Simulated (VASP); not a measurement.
Wanted: the native input for a VASP 6.6.1 run.

```
Task                   : single point
Functional             : PBE
Potentials or basis    : VASP PAW PBE potentials, release 64 (Cs_sv, Pb_d, Cl)
Cutoff                 : 520 eV
k mesh                 : 6 × 6 × 6
Occupations            : gaussian, width 0.05 eV
Spin                   : no spin polarisation
Dipole correction      : no
Further INCAR settings : ALGO = Normal; EDIFF = 1e-06; NBANDS = 30
```

The structure of CsPbCl3 lies in POSCAR:

```
CsPbCl3
1.0
    5.6261407380      0.3516337961      0.3516337961
    0.3516337961      5.6261407380      0.3516337961
    0.3516337961      0.3516337961      5.6261407380
Cs Pb Cl
1 1 3
Direct
    0.0000000000      0.0000000000      0.0000000000
    0.5000000000      0.5000000000      0.5000000000
    0.0000000000      0.5000000000      0.5000000000
    0.5000000000      0.0000000000      0.5000000000
    0.5000000000      0.5000000000      0.0000000000
```

This cell differs from its parent crystal: ratio of the length along [111] to the lengths across it x 1.2, volume and fractional coordinates fixed.

These files were run (other wordings do the same):

INCAR

```
  PREC = Accurate
  ENCUT = 520
  EDIFF = 1E-6
  ISMEAR = 0
  SIGMA = 0.05
  LREAL = False
  LASPH = True
  NELM = 60
  ALGO = Normal
  ISIF = 2
  LWAVE = False
  LCHARG = False
  GGA = PE
  NBANDS = 30
```

KPOINTS

```
regular mesh
0
Gamma
  6 6 6
```

Potentials or basis: VASP PAW PBE potentials, release 64 (Cs_sv, Pb_d, Cl).

The run is started by

```sh
$ cat potpaw_PBE.64/Cs_sv/POTCAR potpaw_PBE.64/Pb_d/POTCAR potpaw_PBE.64/Cl/POTCAR > POTCAR
$ mpirun -np 1 vasp_std > vasp.out
```

It gave:

```json
{"Pressure": "1.5 GPa", "Band gap on the k mesh": "1.82 eV"}
```

Caveat: spin-orbit coupling is left out, which moves the levels of the heavy elements.

Wall time 92 s on 1 thread of Intel(R) Xeon(R) Platinum 8488C (Sapphire Rapids), with other jobs on the host, peak memory 0.35 GiB.
